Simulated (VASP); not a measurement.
A run of VASP 6.6.1 is set up as follows.

POSCAR

```
Pt
1.0
    0.0000000000      2.0224480000      2.0224480000
    2.0224480000      0.0000000000      2.0224480000
    2.0224480000      2.0224480000      0.0000000000
Pt
1
Direct
    0.0000000000      0.0000000000      0.0000000000
```

File INCAR.step1:

```
SYSTEM = Pt
PREC = Accurate
ENCUT = 550
ISMEAR = -1
SIGMA = 0.1
LREAL = .FALSE.
LASPH = .TRUE.
NELM = 120
NBANDS = 11
GGA = PE
ALGO = Normal
EDIFF = 1E-5
LWAVE = .TRUE.
LCHARG = .FALSE.
GGA_COMPAT = .FALSE.
```

Contents of INCAR.step2:

```
SYSTEM = Pt
PREC = Accurate
ENCUT = 550
EDIFF = 1E-6
ISMEAR = -1
SIGMA = 0.1
LREAL = .FALSE.
LASPH = .TRUE.
NELM = 120
ALGO = Normal
ISIF = 2
LWAVE = .FALSE.
LCHARG = .FALSE.
METAGGA = R2SCAN
LMIXTAU = .TRUE.
IVDW = 12
VDW_S6 = 1.0
VDW_S8 = 0.78981345
VDW_A1 = 0.49484001
VDW_A2 = 5.73083694
NBANDS = 11
ISTART = 1
GGA_COMPAT = .FALSE.
```

The input KPOINTS:

```
regular mesh
0
G
  8 8 8
  0 0 0
```

Potentials or basis: VASP PAW PBE potentials, release 64 (Pt).

Launch:

```console
$ cat potpaw_PBE.64/Pt/POTCAR > POTCAR
$ cp INCAR.step1 INCAR
$ mpirun -np 1 vasp_std > vasp.out
$ cp INCAR.step2 INCAR
$ mpirun -np 1 vasp_std > vasp.out
```

**Question.** What does it give for the band gap on the k mesh?

**Answer.** Zero (band 5 reaches 9.74 eV, above the bottom of band 6 at 7.71 eV).

**Question.** Estimate the pressure.

**Answer.** -19.8 GPa.

**Question.** Estimate the dispersion energy per atom.

**Answer.** -0.335 eV.

Caveat: three body term missing; the PAW data sets were made with another functional, which shifts forces and pressure a little; spin-orbit coupling is left out, which moves the levels of the heavy elements; pairwise dispersion overbinds metals, which lowers pressure and volume.
